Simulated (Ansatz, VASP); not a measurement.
# SiO2 in VASP and in Ansatz

```
Si O
1.0
     4.99710    0.00000    0.00000
    -2.49855    4.32762    0.00000
     0.00000    0.00000    5.45740
Si O
3 6
Direct
  0.50000 0.00000 0.00000
  0.50000 0.50000 0.33333
  0.00000 0.50000 0.66667
  0.41550 0.20775 0.16667
  0.20775 0.41550 0.50000
  0.79225 0.20775 0.83333
  0.58450 0.79225 0.16667
  0.79225 0.58450 0.50000
  0.20775 0.79225 0.83333
```

Alike in both runs: task relaxation of cell and atoms; functional PBEsol; k mesh 6 × 6 × 4; occupations gaussian, width 0.1 eV; no spin polarisation.

```csv
,VASP,Ansatz
version,VASP 6.6.1,Ansatz 0.2.0
potentials or method,"VASP PAW PBE potentials, release 64 (Si, O), cutoff 600 eV","scalar-relativistic, plane waves, PAW"
valence electrons in the cell,48,48
```

VASP gave:

| Property | Result |
| --- | --- |
| gap on the k mesh at the Fermi level, each at its own relaxed structure (eV) | 5.54 |
| relaxed volume (Å³/atom) | 13.83 |
| relaxed cell length with the largest relative difference (Å) | 5.568 |

Problem. Estimate Ansatz's values.

Solution. gap on the k mesh at the Fermi level, each at its own relaxed structure (eV): 5.55; relaxed volume (Å³/atom): 13.81; relaxed cell length with the largest relative difference (Å): 5.559.

VASP's potentials were made for PBE, not for PBEsol.
